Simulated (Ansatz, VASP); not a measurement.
# One calculation of Ta2C, two programs

```xyz
3
Lattice="3.1882 0.0000 0.0000 -1.5941 2.7610 0.0000 0.0000 0.0000 5.0687" Properties=species:S:1:pos:R:3 pbc="T T T"
Ta    0.0000    1.8407    1.2527
Ta    1.5941    0.9203    3.8160
C     0.0000    0.0000    0.0000
```

Change from the starting cell: equal strain along all axes, cell held, atoms relaxed: +3.0 %.

Alike in both runs: functional PBEsol; k mesh 18 × 18 × 10; occupations gaussian, width 0.1 eV; no spin polarisation.

Ansatz relaxed the structure, and its values are those at the end. VASP's run is a single point on that final structure, the one shown.

```csv
,VASP,Ansatz
version,VASP 6.6.1,Ansatz 0.2.0
potentials or method,"VASP PAW PBE potentials, release 64 (Ta_pv, C), cutoff 520 eV","scalar-relativistic, plane waves, PAW"
valence electrons in the cell,26,30
```

|  | VASP | Ansatz | Ansatz less VASP |
| --- | --- | --- | --- |
| gap on the k mesh at the Fermi level (eV) | none | none | - |
| pressure (GPa) | -19.5 | -19.8 | -0.32 |
| rms of the force components (eV/Å) | 0.018 | 0.002 | -0.0157 |

VASP's potentials were made for PBE, not for PBEsol. A gap of «none» marks a metal or a gap that the smearing closes. The functional is the same, so the differences come from potentials, cutoffs and numerics. VASP's potentials hold 26 valence electrons a cell and Ansatz's 30, so a difference there can come from the potentials and not from the codes. Ansatz's warnings: stress scf threshold loose.

Neither program's run includes spin-orbit coupling.
